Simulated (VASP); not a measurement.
Write the native input for VASP 6.6.1 that does the following.

* Task: relaxation of the atoms
* Functional: r2SCAN
* Potentials or basis: VASP PAW PBE potentials, release 64 (K_sv, Ta_pv, O)
* Cutoff: 520 eV
* k mesh: 8 × 8 × 8
* Occupations: fermi-dirac, width 0.02 eV
* Spin: no spin polarisation
* Dipole correction: no
* Further INCAR settings: ALGO = Normal; EDIFF = 1e-07; IBRION = 2; EDIFFG = -0.01; NSW = 50

KTaO3:

```
CELL_PARAMETERS angstrom
4.01600 0.00000 0.00000
0.00000 4.01600 0.00000
0.00000 0.00000 4.01600
ATOMIC_POSITIONS crystal
K 0.50000 0.50000 0.50000
Ta 0.00000 0.00000 0.00000
O 0.50000 0.00000 0.00000
O 0.00000 0.50000 0.00000
O 0.00000 0.00000 0.50000
```

The input as run:

POSCAR

```
KTaO3
1.0
    4.0159991000      0.0000000000      0.0000000000
    0.0000000000      4.0159991000      0.0000000000
    0.0000000000      0.0000000000      4.0159991000
K Ta O
1 1 3
Direct
    0.5000000000      0.5000000000      0.5000000000
    0.0000000000      0.0000000000      0.0000000000
    0.5000000000      0.0000000000      0.0000000000
    0.0000000000      0.5000000000      0.0000000000
    0.0000000000      0.0000000000      0.5000000000
```

INCAR.step1

```
PREC = Accurate
ENCUT = 520
ISMEAR = -1
SIGMA = 0.02
LREAL = F
LASPH = T
NELM = 80
GGA = PE
ALGO = Normal
EDIFF = 1E-4
LWAVE = T
LCHARG = F
```

INCAR.step2

```
PREC = Accurate
ENCUT = 520
EDIFF = 1E-7
ISMEAR = -1
SIGMA = 0.02
LREAL = F
LASPH = T
NELM = 80
ALGO = Normal
ISIF = 2
LWAVE = F
LCHARG = F
METAGGA = R2SCAN
LMIXTAU = T
IBRION = 2
NSW = 50
EDIFFG = -0.01
ISTART = 1
```

KPOINTS

```
Automatic mesh
0
Gamma
  8 8 8
```

Potentials or basis: VASP PAW PBE potentials, release 64 (K_sv, Ta_pv, O).

Command:

```sh
$ cat potpaw_PBE.64/K_sv/POTCAR potpaw_PBE.64/Ta_pv/POTCAR potpaw_PBE.64/O/POTCAR > POTCAR
$ cp INCAR.step1 INCAR
$ mpirun -np 1 vasp_std > vasp.out
$ cp INCAR.step2 INCAR
$ mpirun -np 1 vasp_std > vasp.out
```

It gave:

```json
{
 "Pressure after relaxing": "-3.1 GPa",
 "Band gap on the k mesh": "2.55 eV (least direct gap 3.20 eV)"
}
```

Caveat: the relaxation stopped at its first step, so nothing moved; the PAW data sets were made with another functional, which shifts forces and pressure a little; spin-orbit coupling is left out, which moves the levels of the heavy elements.

Wall time 3.7 min on 1 thread of Oxide Virtual Turin-like Processor, on a shared host, peak memory 0.17 GiB.
